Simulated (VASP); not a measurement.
Crystal: NaF.

```
Na F
1.0
     2.79349    0.00000    0.00000
     0.00000    2.79349    0.00000
     0.00000    0.00000    2.79349
Na F
1 1
Cartesian
  0.0000 0.0000 0.0000
  1.3967 1.3967 1.3967
```

Program: VASP 6.6.1. Alike in all runs: task single point; no spin polarisation; cell as given; k mesh 4 × 4 × 4; cutoff (eV) 520; smearing gaussian 0.01 eV. Hardware: 1 thread of Intel(R) Xeon(R) Platinum 8488C (Sapphire Rapids), on a shared host.

**Question.** Order these runs on this cell by their wall time, lowest first.
A. level r2SCAN; potentials or basis VASP PAW PBE potentials, release 64 (Na_pv, F)
B. level LDA; potentials or basis VASP PAW LDA potentials, release 64 (Na_pv, F)
C. level HSE06; potentials or basis VASP PAW PBE potentials, release 64 (Na_pv, F); grid for exact exchange (PRECFOCK) Normal; screening parameter 0.2079 1/Å

**Answer.** B (2.5 s), A (15 s), C (73 s).

Caveats: all runs use coarse meshes.
